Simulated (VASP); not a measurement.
# Ge (P6_3/mmc) in VASP: further runs

Ge is run at these levels: LDA; tasks: single point.

Everything below comes from runs of VASP 6.6.1. Logs are shortened: lines on timing, memory, paths and dates and some standing lists are left out, and cuts for length are marked.

## 1. The cell of the first run

The structure is hexagonal, space group P6_3/mmc (No. 194). Conventional cell: a = 2.807 Å, b = 2.807 Å, c = 4.716 Å, α = 90.00°, β = 90.00°, γ = 120.00°. Within 3.7 Å of Ge (site symmetry -6m2) lie 12 Ge at 2.81 to 2.86 Å.

This isn't the form of Ge at room conditions, which is diamond.

## 2. Single point, LDA

Contents of INCAR:

```
SYSTEM = Ge
  PREC = Accurate
  ENCUT = 520
  EDIFF = 1E-6
  ISMEAR = -1
  SIGMA = 0.08
  LREAL = .FALSE.
  LASPH = .TRUE.
  NELM = 100
  ALGO = Normal
  ISIF = 2
  LWAVE = .FALSE.
  LCHARG = .FALSE.
  GGA = CA
  NBANDS = 21
```

Contents of KPOINTS:

```
Automatic mesh
0
G
  15 15 8
  0 0 0
```

Contents of POSCAR:

```
Ge
1.0
    2.8066246830      0.0000000000      0.0000000000
   -1.4033123415      2.4306082744      0.0000000000
    0.0000000000      0.0000000000      4.7159682362
Ge
2
Direct
    0.3333333333      0.6666666667      0.2500000000
    0.6666666667      0.3333333333      0.7500000000
```

Potentials or basis: VASP PAW LDA potentials, release 64 (Ge_d).

Started as:

```
$ cat potpaw_LDA.64/Ge_d/POTCAR > POTCAR
$ mpirun -np 1 vasp_std > vasp.out
```

OUTCAR:

```text
SYSTEM = Ge
   PREC = Accurate
   ENCUT = 520
   EDIFF = 1E-6
   ISMEAR = -1
   LREAL = .FALSE.
   LASPH = .TRUE.
   NELM = 100
   ISIF = 2
   GGA = CA

 ion  position               nearest neighbor table
   1  0.333  0.667  0.250-   2 2.86   2 2.86   2 2.86   2 2.86   2 2.86   2 2.86
   2  0.667  0.333  0.750-   1 2.86   1 2.86   1 2.86   1 2.86   1 2.86   1 2.86

  LATTYP: Found a hexagonal cell.
 ALAT       =     2.8066246830
 C/A-ratio  =     1.6802988532

  Lattice vectors:

 A1 = (   2.8066246830,   0.0000000000,   0.0000000000)
 A2 = (  -1.4033123415,   2.4306082744,   0.0000000000)
 A3 = (   0.0000000000,   0.0000000000,   4.7159682362)

Analysis of symmetry for initial positions (statically):
=====================================================================
 Subroutine PRICEL returns:
 Original cell was already a primitive cell.

 Routine SETGRP: Setting up the symmetry group for a
 hexagonal supercell.

 Subroutine GETGRP returns: Found 24 space group operations
 (whereof 12 operations were pure point group operations)
 out of a pool of 24 trial point group operations.

The static configuration has the point symmetry D_3d.
 The point group associated with its full space group is D_6h.

Analysis of symmetry for dynamics (positions and initial velocities):
=====================================================================
 Subroutine PRICEL returns:
 Original cell was already a primitive cell.

 Routine SETGRP: Setting up the symmetry group for a
 hexagonal supercell.

 Subroutine GETGRP returns: Found 24 space group operations
 (whereof 12 operations were pure point group operations)
 out of a pool of 24 trial point group operations.

The dynamic configuration has the point symmetry D_3d.
 The point group associated with its full space group is D_6h.

 Subroutine INISYM returns: Found 24 space group operations
 (whereof 12 operations are pure point group operations),
 and found     1 'primitive' translations

----------------------------------------------------------------------------------------

                                     Primitive cell

  volume of cell :      32.1714

  direct lattice vectors                    reciprocal lattice vectors
     2.806624683  0.000000000  0.000000000     0.356299867  0.205709824  0.000000000
    -1.403312341  2.430608274  0.000000000     0.000000000  0.411419648  0.000000000
     0.000000000  0.000000000  4.715968236     0.000000000  0.000000000  0.212045533

  length of vectors
     2.806624683  2.806624683  4.715968236     0.411419648  0.411419648  0.212045533

  position of ions in fractional coordinates (direct lattice)
     0.333333333  0.666666667  0.250000000
     0.666666667  0.333333333  0.750000000

  ion indices of the primitive-cell ions
   primitive index   ion index
                 1           1
                 2           2

----------------------------------------------------------------------------------------

 KPOINTS: Automatic mesh

Automatic generation of k-mesh.
 Grid dimensions read from file:
 generate k-points for:   15   15    8

 Generating k-lattice:

  Cartesian coordinates                     Fractional coordinates (reciprocal lattice)
     0.023753324  0.013713988  0.000000000     0.066666667  0.000000000  0.000000000
     0.000000000  0.027427977  0.000000000     0.000000000  0.066666667  0.000000000
     0.000000000  0.000000000  0.026505692     0.000000000  0.000000000  0.125000000

  Length of vectors
     0.027427977  0.027427977  0.026505692

  Shift w.r.t. Gamma in fractional coordinates (k-lattice)
     0.000000000  0.000000000  0.000000000

 Subroutine IBZKPT returns following result:
 ===========================================

 Found    135 irreducible k-points:

 Following reciprocal coordinates:
            Coordinates               Weight
  0.000000  0.000000  0.000000      1.000000
  0.066667  0.000000  0.000000      6.000000
  0.133333  0.000000  0.000000      6.000000
  0.200000  0.000000  0.000000      6.000000
  0.266667  0.000000  0.000000      6.000000
  0.333333  0.000000  0.000000      6.000000
[... 16 lines left out ...]
  0.333333  0.200000  0.000000     12.000000
  0.400000  0.200000  0.000000      6.000000
 [... further k-points ...]
   k-points           NKPTS =    135   k-points in BZ     NKDIM =    135   number of bands    NBANDS=     21
   number of dos      NEDOS =    301   number of ions     NIONS =      2
   total plane-waves  NPLWV =  20736
   dimension x,y,z NGX =    24 NGY =   24 NGZ =   36
   dimension x,y,z NGXF=    48 NGYF=   48 NGZF=   72
   ions per type =               2
   NGX,Y,Z   is equivalent  to a cutoff of  14.22, 14.22, 12.69 a.u.
   NGXF,Y,Z  is equivalent  to a cutoff of  28.43, 28.43, 25.38 a.u.
 SYSTEM =  Ge
   PREC   = accura    normal or accurate (medium, high low for compatibility)
   ISTART =      0    job   : 0-new  1-cont  2-samecut
   ICHARG =      2    charge: 1-file 2-atom 10-const
   ISPIN  =      1    spin polarized calculation?
   LNONCOLLINEAR =      F non collinear calculations
   LSORBIT =      F    spin-orbit coupling
   LASPH  =      T    aspherical Exc in radial PAW
   ENCUT  =  520.0 eV  38.22 Ry    6.18 a.u.   5.22  5.22  8.77*2*pi/ulx,y,z
   NELM   =    100;   NELMIN=  2; NELMDL= -5     # of ELM steps
   EDIFF  = 0.1E-05   stopping-criterion for ELM
   LREAL  =      F    real-space projection
   EDIFFG = 0.1E-04   stopping-criterion for IOM
   NSW    =      0    number of steps for IOM
   IBRION =     -1    ionic relax: 0-MD 1-quasi-New 2-CG
   NFREE  =      0    steps in history (QN), initial steepest desc. (CG)
   ISIF   =      2    stress and relaxation
   ISYM   =      2    0-nonsym 1-usesym 2-fastsym
   POTIM  = 0.5000    time-step for ionic-motion
   TEBEG  =    0.0;   TEEND  =   0.0 temperature during run
   PSTRESS=    0.0 pullay stress
   NELECT =      28.0000    total number of electrons
   NUPDOWN=      -1.0000    fix difference up-down
   EMIN   =  10.00;   EMAX   =-10.00  energy-range for DOS
   EFERMI =   0.00;   METHOD = LEGACY
   ISMEAR =    -1;   SIGMA  =   0.08  broadening in eV -4-tet -1-fermi 0-gaus
   EFERMI_NEDOS =   21; number of points for ismear=-14 and -15
   IALGO  =     38    algorithm
   IMIX   =      4    mixing-type and parameters
     AMIX     =   0.40;   BMIX     =  1.00
     AMIX_MAG =   1.60;   BMIX_MAG =  1.00
  volume/ion in A,a.u.               =      16.09       108.55
  Fermi-wavevector in a.u.,A,eV,Ry     =   1.563042  2.953722 33.240418  2.443102
  Thomas-Fermi vector in A             =   2.665872
   LORBIT       =      0    0 simple, 1 ext, 2 COOP (PROOUT), +10 PAW based schemes
   GGA     = CA    functional components
   LHFCALC =     F    Hartree Fock is set to
   AEXX    =    0.0000 exact exchange contribution
   IVDW    =     0    specifies the selected vdW correction
   LEPSILON=     F    determine dielectric tensor
   LRPA    =     F    only Hartree local field effects (RPA)
 non-spin polarized calculation
  energy-cutoff  :      520.00
  volume of cell :       32.17
 maximum number of plane-waves:       884
 NGX is ok and might be reduce to    24
   NGX = 11   NGY = 11   NGZ = 17

 number of electron      27.9999999 magnetization

 Free energy of the ion-electron system (eV)
  ---------------------------------------------------
  ext. energy  EPLUGINS =         0.00000000
  ---------------------------------------------------
  free energy    TOTEN  =        -9.66726607 eV

  energy without entropy =       -9.64922789  energy(sigma->0) =       -9.65824698

 E-fermi :   8.3278     XC(G=0): -12.4106

 val. band max:        8.3261518643   @ k =   0.3333   0.1333   0.0000
 cond. band min:       8.3663705633   @ k =   0.3333   0.2667   0.0000
 fundamental gap:      0.0402186991
 Fermi energy:         8.3277747205

 k-point     1 :       0.0000    0.0000    0.0000
  band No.  band energies     occupation
      1     -16.5500      2.00000
      2     -16.5435      2.00000
      3     -16.5287      2.00000
      4     -16.5287      2.00000
      5     -16.5174      2.00000
      6     -16.5174      2.00000
[... 13 lines left out ...]
     20      22.1237      0.00000
     21      24.0895      0.00000

 k-point     2 :       0.0667    0.0000    0.0000
  band No.  band energies     occupation
      1     -16.5492      2.00000
      2     -16.5432      2.00000
      3     -16.5253      2.00000
      4     -16.5221      2.00000
      5     -16.5161      2.00000
      6     -16.5110      2.00000
[... 13 lines left out ...]
     20      22.6469      0.00000
     21      23.4425      0.00000

 k-point     3 :       0.1333    0.0000    0.0000
  band No.  band energies     occupation
      1     -16.5587      2.00000
      2     -16.5338      2.00000
      3     -16.5222      2.00000
      4     -16.5034      2.00000
      5     -16.5032      2.00000
      6     -16.4931      2.00000
[... 13 lines left out ...]
     20      22.7294      0.00000
     21      23.6575      0.00000

 k-point     4 :       0.2000    0.0000    0.0000
  band No.  band energies     occupation
      1     -16.5744      2.00000
      2     -16.5298      2.00000
      3     -16.5133      2.00000
      4     -16.4986      2.00000
      5     -16.4873      2.00000
      6     -16.4773      2.00000
[... 13 lines left out ...]
     20      21.4467      0.00000
     21      23.5151      0.00000

 k-point     5 :       0.2667    0.0000    0.0000
  band No.  band energies     occupation
      1     -16.5919      2.00000
      2     -16.5367      2.00000
      3     -16.5181      2.00000
      4     -16.4968      2.00000
      5     -16.4935      2.00000
      6     -16.4476      2.00000
[... 13 lines left out ...]
     20      21.0189      0.00000
     21      23.0692      0.00000
[... 382 lines left out ...]
     20      22.5445      0.00000
     21      23.5026      0.00000

 k-point    22 :       0.2667    0.2000    0.0000
  band No.  band energies     occupation
      1     -16.5578      2.00000
      2     -16.5564      2.00000
      3     -16.5265      2.00000
      4     -16.5110      2.00000
      5     -16.4734      2.00000
      6     -16.4608      2.00000
[... 13 lines left out ...]
     20      22.5097      0.00000
     21      24.5889      0.00000

 k-point    23 :       0.3333    0.2000    0.0000
  band No.  band energies     occupation
      1     -16.5678      2.00000
      2     -16.5642      2.00000
      3     -16.5110      2.00000
      4     -16.5087      2.00000
      5     -16.4710      2.00000
      6     -16.4640      2.00000
[... 13 lines left out ...]
     20      22.2573      0.00000
     21      25.7357      0.00000

 k-point    24 :       0.4000    0.2000    0.0000
  band No.  band energies     occupation
      1     -16.5719      2.00000
      2     -16.5665      2.00000
      3     -16.5069      2.00000
      4     -16.5062      2.00000
      5     -16.4756      2.00000
      6     -16.4554      2.00000
[... 13 lines left out ...]
     20      22.1664      0.00000
     21      26.4669      0.00000

 [... further k-points ...]
[... 5 lines left out ...]
  --------------------------------------------------------------------------------------
  -------------------------------------------------------------------------------------
  Total        2.2243454      2.2243454      2.2149539      0.0000000      0.0000000      0.0000000
  in kB      110.7752197    110.7752197    110.3075112      0.0000000      0.0000000      0.0000000
  external PRESSURE =     110.6193169 kB  Pullay stress =       0.0000000 kB

 VOLUME and BASIS-vectors are now :
 -----------------------------------------------------------------------------
  energy-cutoff  :      520.00
  volume of cell :       32.17
      direct lattice vectors                 reciprocal lattice vectors
     2.806624683  0.000000000  0.000000000     0.356299867  0.205709824  0.000000000
    -1.403312341  2.430608274  0.000000000     0.000000000  0.411419648  0.000000000
     0.000000000  0.000000000  4.715968236     0.000000000  0.000000000  0.212045533

 POSITION                                       TOTAL-FORCE (eV/Angst)
 -----------------------------------------------------------------------------------
     -0.00000      1.62041      1.17899        -0.000000      0.000000      0.000000
      1.40331      0.81020      3.53698         0.000000     -0.000000      0.000000
 -----------------------------------------------------------------------------------
    total drift:                               -0.000000      0.000000      0.000000

  FREE ENERGIE OF THE ION-ELECTRON SYSTEM (eV)
  ---------------------------------------------------
  free  energy   TOTEN  =        -9.6672660677 eV

  energy  without entropy=       -9.6492278862  energy(sigma->0) =       -9.65824698
```

Wall time 71 s (1 thread of Intel Xeon 8259CL, shared host); peak memory 0.19 GiB.

What came out:

```
Free energy            : -9.6673 eV
Pressure               : 11.1 GPa
Band gap on the k mesh : zero (bands 14 and 15 overlap by 11.99 eV)
```

Caveat: the cell stands under pressure.

## 3. Single point, LDA

Contents of INCAR:

```
SYSTEM = Ge
PREC = Accurate
ENCUT = 520
EDIFF = 1E-7
ISMEAR = -1
SIGMA = 0.08
LREAL = .FALSE.
LASPH = .TRUE.
NELM = 100
ALGO = Normal
ISIF = 2
LWAVE = .FALSE.
LCHARG = .FALSE.
GGA = CA
NBANDS = 21
```

Contents of KPOINTS:

```
regular mesh
0
G
  15 15 8
  0 0 0
```

Contents of POSCAR:

```
Ge
1.0
    2.8070704703      0.0000000000      0.0000000000
   -1.4035352351      2.4309943375      0.0000000000
    0.0000000000      0.0000000000      4.7168246909
Ge
2
Direct
    0.3333333333      0.6666666667      0.2500000000
    0.6666666667      0.3333333333      0.7500000000
```

Potentials or basis: VASP PAW LDA potentials, release 64 (Ge_d).

Started as:

```
$ cat potpaw_LDA.64/Ge_d/POTCAR > POTCAR
$ mpirun -np 1 vasp_std > vasp.out
```

It took 75 s on 1 thread of Intel Xeon 8259CL, shared host; peak memory 0.19 GiB.

It converged, with:

* Free energy: -9.6684 eV
* Pressure: 11.1 GPa
* Band gap on the k mesh: zero (bands 14 and 15 overlap by 11.99 eV)

Levels at points of the mesh, in eV from the Fermi level:
| k point | band 12 | band 13 | band 14 | band 15 | band 16 | band 17 |
| --- | --- | --- | --- | --- | --- | --- |
| (0.00, 0.00, 0.00) | -8.63 | -6.59 | 8.35 | 8.35 | 10.00 | 10.42 |
| (0.00, 0.00, 0.50) | -12.88 | 0.94 | 0.94 | 9.50 | 9.50 | 9.50 |

Caveat: the cell stands under pressure.

The gap in the log of VASP goes by the Fermi energy; the results here count the filled bands.